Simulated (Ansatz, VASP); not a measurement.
Two plane-wave programs on Cl

File INCAR:

```
  PREC = Accurate
  ENCUT = 520
  EDIFF = 1E-6
  ISMEAR = -1
  SIGMA = 0.02
  LREAL = Auto
  LASPH = T
  NELM = 80
  ALGO = Normal
  ISIF = 2
  LWAVE = F
  LCHARG = F
  GGA = PE
  IVDW = 12
  IBRION = 2
  NSW = 35
  EDIFFG = -0.3
```

Contents of KPOINTS:

```
Automatic mesh
0
Gamma
  1 1 1
```

The input POSCAR:

```
Cl
1.0
    8.4343270000      0.0000000000      0.0000000000
    0.0000000000      8.4343270000      0.0000000000
    0.0000000000      0.0000000000      8.4343270000
Cl
16
Direct
    0.9729311000      0.5503716000      0.8525160000
    0.8659043000      0.4122899000      1.0154848000
    0.1038754000      0.0066256000      0.2445931000
    0.1510494000      0.0294426000      0.0114964000
    0.3059921000      0.7915748000      0.6094833000
    0.0948809000      0.9021607000      0.5926628000
    0.6382098000      0.9231775000      0.2389059000
    0.7977487000      0.8890184000      0.0643764000
    0.4566064000      0.2852001000      0.4128042000
    0.4601145000      0.1447672000      0.6060564000
    0.8513151000      0.2115306000      0.5218293000
    0.8521449000      0.1294015000      0.7461821000
    0.2246968000      0.3882703000      0.0580877000
    0.3377848000      0.5667696000      0.1695739000
    0.6667114000      0.5570310000      0.5318521000
    0.7145186000      0.7847628000      0.5860073000
```

Input for Ansatz:

```yaml
accuracy: low
crystal:
  lattice:
    - [8.434327, 0.0, 0.0]
    - [0.0, 8.434327, 0.0]
    - [0.0, 0.0, 8.434327]
  atoms:
    - { symbol: Cl, position: [0.9729311, 0.5503716, 0.852516] }
    - { symbol: Cl, position: [0.8659043, 0.4122899, 1.0154848] }
    - { symbol: Cl, position: [0.1038754, 0.0066256, 0.2445931] }
    - { symbol: Cl, position: [0.1510494, 0.0294426, 0.0114964] }
    - { symbol: Cl, position: [0.3059921, 0.7915748, 0.6094833] }
    - { symbol: Cl, position: [0.0948809, 0.9021607, 0.5926628] }
    - { symbol: Cl, position: [0.6382098, 0.9231775, 0.2389059] }
    - { symbol: Cl, position: [0.7977487, 0.8890184, 0.0643764] }
    - { symbol: Cl, position: [0.4566064, 0.2852001, 0.4128042] }
    - { symbol: Cl, position: [0.4601145, 0.1447672, 0.6060564] }
    - { symbol: Cl, position: [0.8513151, 0.2115306, 0.5218293] }
    - { symbol: Cl, position: [0.8521449, 0.1294015, 0.7461821] }
    - { symbol: Cl, position: [0.2246968, 0.3882703, 0.0580877] }
    - { symbol: Cl, position: [0.3377848, 0.5667696, 0.1695739] }
    - { symbol: Cl, position: [0.6667114, 0.557031, 0.5318521] }
    - { symbol: Cl, position: [0.7145186, 0.7847628, 0.5860073] }
basis:
  ecutwfc: 420.0
kpoints:
  mp_grid: { grid: [1, 1, 1] }
hamiltonian:
  xc: pbe
  dispersion: d3bj
scf:
  occupations: { method: fermi_dirac, width: 0.02 }
  lower_state_search: "off"
relax:
  f_tol: 0.3
  max_steps: 15
  adjacent_minimum: "off"
output:
  write_density: true
  write_potential: true
  elf: true
  volumetric_format: npy
```

Alike in both runs: task relaxation of the atoms; functional PBE; dispersion D3(BJ); k mesh 1 × 1 × 1; occupations fermi-dirac, width 0.02 eV; no spin polarisation.

|  | VASP | Ansatz |
| --- | --- | --- |
| version | VASP 6.6.1 | Ansatz 0.2.0 |
| potentials or method | VASP PAW PBE potentials, release 64 (Cl), cutoff 520 eV | scalar-relativistic, plane waves, PAW |
| valence electrons in the cell | 112 | 112 |

```csv
,VASP,Ansatz,Ansatz less VASP
"gap on the k mesh at the Fermi level, each at its own relaxed structure (eV)",2.43,2.38,-0.046
```

Ansatz's warnings: xc potential rough in thin density.
